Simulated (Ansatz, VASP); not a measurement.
MgO in VASP and in Ansatz

Contents of INCAR:

```
ALGO = Normal ; EDIFF = 1E-7
EDIFFG = -0.002 ; ENCUT = 600
GGA_COMPAT = False ; IBRION = 2
ISIF = 3 ; ISMEAR = 0
LASPH = True ; LCHARG = False
LREAL = False ; LWAVE = False
NELM = 120 ; NELMIN = 4
NSW = 100 ; PREC = Accurate
SIGMA = 0.02
```

KPOINTS

```
k-points
0
Gamma
  6 6 4
```

Contents of POSCAR:

```
MgO
1.0
    3.3077869900      0.0000000000      0.0000000000
   -1.6538934900      2.8646275600      0.0000000000
    0.0000000000      0.0000000000      4.9828816700
Mg O
2 2
Direct
    0.3333333300      0.6666666700      0.0021597400
    0.6666666700      0.3333333300      0.5021597400
    0.3333333300      0.6666666700      0.4024402600
    0.6666666700      0.3333333300      0.9024402600
```

Input for Ansatz:

```yaml
crystal:
  lattice:
    - [3.30778699, 0.0, 0.0]
    - [-1.65389349, 2.86462756, 0.0]
    - [0.0, 0.0, 4.98288167]
  atoms:
    - { symbol: Mg, position: [0.33333333, 0.66666667, 0.00215974] }
    - { symbol: Mg, position: [0.66666667, 0.33333333, 0.50215974] }
    - { symbol: O, position: [0.33333333, 0.66666667, 0.40244026] }
    - { symbol: O, position: [0.66666667, 0.33333333, 0.90244026] }
basis:
  ecutwfc: 420
kpoints:
  mp_grid: { grid: [6, 6, 4] }
hamiltonian:
  xc: lda
  pseudopotentials: { kind: paw, azcp: { folder: soft_1 } }
scf:
  occupations: { method: gaussian, width: 0.02 }
output:
  forces: true
  stress: true
  eigenvalues: true
  write_density: true
  write_potential: true
  elf: true
  volumetric_format: npy
relax:
  adjacent_minimum: "off"
  f_tol: 0.002
  max_steps: 80
  cell: { stress_tol: 0.02 }
```

Alike in both runs: task relaxation of cell and atoms; functional LDA; k mesh 6 × 6 × 4; occupations gaussian, width 0.02 eV; no spin polarisation.

|  | VASP | Ansatz |
| --- | --- | --- |
| version | VASP 6.6.1 | Ansatz 0.2.0 |
| potentials or method | VASP PAW LDA potentials, release 64 (Mg, O), cutoff 600 eV | scalar-relativistic, plane waves, PAW |
| valence electrons in the cell | 16 | 32 |

VASP gave:

```
gap on the k mesh at the Fermi level, each at its own relaxed structure (eV) : 3.56
relaxed volume (Å³/atom)                                                     : 10.53
relaxed cell length with the largest relative difference (Å)                 : 4.124
```

Problem. Estimate Ansatz's values.

Solution. gap on the k mesh at the Fermi level, each at its own relaxed structure (eV): 3.54; relaxed volume (Å³/atom): 11.40; relaxed cell length with the largest relative difference (Å): 4.913.

Ansatz warns that its potentials were made for another functional, while VASP's fit it. LDA's correlation is that of Perdew and Zunger in VASP and of Perdew and Wang (1992) in Ansatz. One of these differences is far larger than is usual between the two programs; its cause wasn't traced. VASP's potentials hold 16 valence electrons a cell and Ansatz's 32, so a difference there can come from the potentials and not from the codes.
